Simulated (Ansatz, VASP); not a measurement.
## Two plane-wave programs on Pb

INCAR

```
PREC = Accurate
ENCUT = 520
EDIFF = 1E-6
ISMEAR = 0
SIGMA = 0.05
LREAL = F
LASPH = T
NELM = 100
ALGO = Normal
ISIF = 2
LWAVE = F
LCHARG = T
GGA = PE
LELF = T
LVHAR = T
NBANDS = 13
```

Contents of KPOINTS:

```
Automatic mesh
0
Gamma
  8 8 8
```

Contents of POSCAR:

```
Pb
1.0
    0.0000000000      2.5212142544      2.5212142544
    2.5212142544      0.0000000000      2.5212142544
    2.5212142544      2.5212142544      0.0000000000
Pb
1
Direct
    0.0000000000      0.0000000000      0.0000000000
```

Input for Ansatz:

```yaml
crystal:
  lattice:
    - [0.0, 2.5212142557, 2.5212142557]
    - [2.5212142557, 0.0, 2.5212142557]
    - [2.5212142557, 2.5212142557, 0.0]
  atoms:
    - { symbol: Pb, position: [0.0, 0.0, 0.0] }
basis:
  ecutwfc: 420
  ecutrho_ratio: 4
kpoints:
  mp_grid: { grid: [8, 8, 8] }
hamiltonian:
  xc: pbe
scf:
  occupations: { method: gaussian, width: 0.05 }
output:
  forces: true
  stress: true
  eigenvalues: true
```

Alike in both runs: task single point; functional PBE; k mesh 8 × 8 × 8; occupations gaussian, width 0.05 eV; no spin polarisation.

|  | VASP | Ansatz |
| --- | --- | --- |
| version | VASP 6.6.1 | Ansatz 0.2.0 |
| potentials or method | VASP PAW PBE potentials, release 64 (Pb_d), cutoff 520 eV | scalar-relativistic, plane waves, PAW |
| valence electrons in the cell | 14 | 14 |

```tsv
	VASP	Ansatz	Ansatz less VASP
gap on the k mesh at the Fermi level (eV)	none	none	-
pressure (GPa)	-0.1	0.0	+0.06
```

A gap of «none» marks a metal or a gap that the smearing closes.

Neither program's run includes spin-orbit coupling.
